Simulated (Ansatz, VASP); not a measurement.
One calculation of Pd, two programs

INCAR

```
PREC = Accurate
ENCUT = 520
EDIFF = 1E-6
ISMEAR = 1
SIGMA = 0.1
LREAL = False
LASPH = True
NELM = 80
ALGO = Normal
ISIF = 2
LWAVE = False
LCHARG = True
GGA = CA
LELF = True
LVHAR = True
NBANDS = 11
```

KPOINTS

```
Automatic mesh
0
Gamma
  36 36 36
```

Contents of POSCAR:

```
Pd
1.0
    0.0000000000      1.9193523320      1.9193523320
    1.9193523320      0.0000000000      1.9193523320
    1.9193523320      1.9193523320      0.0000000000
Pd
1
Direct
    0.0000000000      0.0000000000      0.0000000000
```

Input for Ansatz:

```yaml
crystal:
  lattice:
    - [0.0, 1.919352332, 1.919352332]
    - [1.919352332, 0.0, 1.919352332]
    - [1.919352332, 1.919352332, 0.0]
  atoms:
    - { symbol: Pd, position: [0.0, 0.0, 0.0] }
kpoints:
  mp_grid: { grid: [36, 36, 36] }
scf:
  occupations: { method: cold, width: 0.1 }
hamiltonian:
  xc: lda
  pseudopotentials: { kind: paw, azcp: { folder: soft_1 } }
output:
  forces: true
  stress: true
  populations: false
```

Alike in both runs: task single point; functional LDA; k mesh 36 × 36 × 36; no spin polarisation.

|  | VASP | Ansatz |
| --- | --- | --- |
| version | VASP 6.6.1 | Ansatz 0.2.0 |
| potentials or method | VASP PAW LDA potentials, release 64 (Pd) | plane-wave PAW, scalar-relativistic |
| plane-wave cutoff (eV) | 520 | 420 |
| occupations | methfessel-paxton of order 1, width 0.1 eV | cold, width 0.1 eV |
| valence electrons in the cell | 10 | 18 |

|  | VASP | Ansatz | Ansatz less VASP |
| --- | --- | --- | --- |
| pressure (GPa) | 0.3 | 0.0 | -0.36 |

Ansatz warns that its potentials were made for another functional, while VASP's fit it. LDA's correlation is that of Perdew and Zunger in VASP and of Perdew and Wang (1992) in Ansatz. VASP's potentials hold 10 valence electrons a cell and Ansatz's 18, so a difference there can come from the potentials and not from the codes.
